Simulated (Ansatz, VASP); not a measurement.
Two plane-wave programs on Sc3H

```
Sc H
1.0
     4.33100    0.00000    0.00000
     0.00000    4.33100    0.00000
     0.00000    0.00000    4.33100
Sc H
3 1
Direct
  0.00000 0.50000 0.50000
  0.50000 0.00000 0.50000
  0.50000 0.50000 0.00000
  0.00000 0.00000 0.00000
```

Alike in both runs: task relaxation of cell and atoms; functional PBE; k mesh 12 × 12 × 12; occupations gaussian, width 0.1 eV; no spin polarisation.

```csv
,VASP,Ansatz
version,VASP 6.6.1,Ansatz 0.2.0
potentials or method,"VASP PAW PBE potentials, release 64 (Sc_sv, H), cutoff 600 eV","scalar-relativistic, plane waves, PAW"
valence electrons in the cell,34,34
```

|  | VASP | Ansatz | Ansatz less VASP |
| --- | --- | --- | --- |
| gap on the k mesh at the Fermi level, each at its own relaxed structure (eV) | none | none | - |
| relaxed volume (Å³/atom) | 20.42 | 20.45 | +0.026 |
| relaxed length of the cell vector where the two differ most in proportion (Å) | 4.339 | 4.341 | +0.0018 |

A gap of «none» marks a metal or a gap that the smearing closes.
